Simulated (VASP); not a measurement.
# Zr2BN3: single point with PBE

Zr2BN3:

```xyz
6
Lattice="5.6365 0.0000 0.0000 -2.8182 4.8813 0.0000 0.0000 0.0000 2.9649" Properties=species:S:1:pos:R:3 pbc="T T T"
Zr    0.0000    3.2542    0.0000
Zr    2.8182    1.6271    0.0000
B     0.0000    0.0000    0.0000
N     2.8182    0.0000    1.4825
N     1.4091    2.4407    1.4825
N    -1.4091    2.4407    1.4825
```

The cell was generated, and may not be a known phase.

| Quantity | Value |
| --- | --- |
| Program | VASP 6.6.1 |
| Task | single point |
| Functional | PBE |
| Potentials or basis | VASP PAW PBE potentials, release 64 (Zr_sv, B, N) |
| Cutoff | 520 eV |
| k mesh | 6 × 6 × 6 |
| Occupations | gaussian, width 0.1 eV |
| Spin | no spin polarisation |
| Dipole correction | no |
| Further INCAR settings | ALGO = Normal; EDIFF = 1e-06; NBANDS = 30 |

| Quantity | Value |
| --- | --- |
| Pressure | 0.2 GPa |
| Band gap on the k mesh | zero (bands 21 and 22 overlap by 1.17 eV) |

Stress tensor (GPa, compression positive):
```
0.10 0.00 0.00
0.00 0.10 0.00
0.00 0.00 0.25
```

Levels at points of the mesh, in eV from the Fermi level:
| k point | band 18 | band 19 | band 20 | band 21 | band 22 | band 23 | band 24 | band 25 |
| --- | --- | --- | --- | --- | --- | --- | --- | --- |
| (0.00, 0.00, 0.00) | -0.77 | -0.77 | -0.32 | -0.18 | 0.01 | 2.05 | 2.05 | 3.09 |
| (0.50, 0.00, 0.00) | -2.04 | -1.53 | -1.29 | -0.72 | -0.72 | 1.68 | 2.67 | 2.97 |
| (0.00, 0.00, 0.50) | -1.91 | -0.89 | -0.68 | -0.68 | -0.25 | -0.25 | 0.61 | 4.68 |
| (0.50, 0.00, 0.50) | -3.09 | -1.89 | -1.46 | 0.09 | 0.24 | 0.51 | 1.40 | 3.64 |

Run time: 45 s on 1 thread of Intel(R) Xeon(R) Platinum 8488C (Sapphire Rapids), with other jobs on the host, peak memory 0.22 GiB.
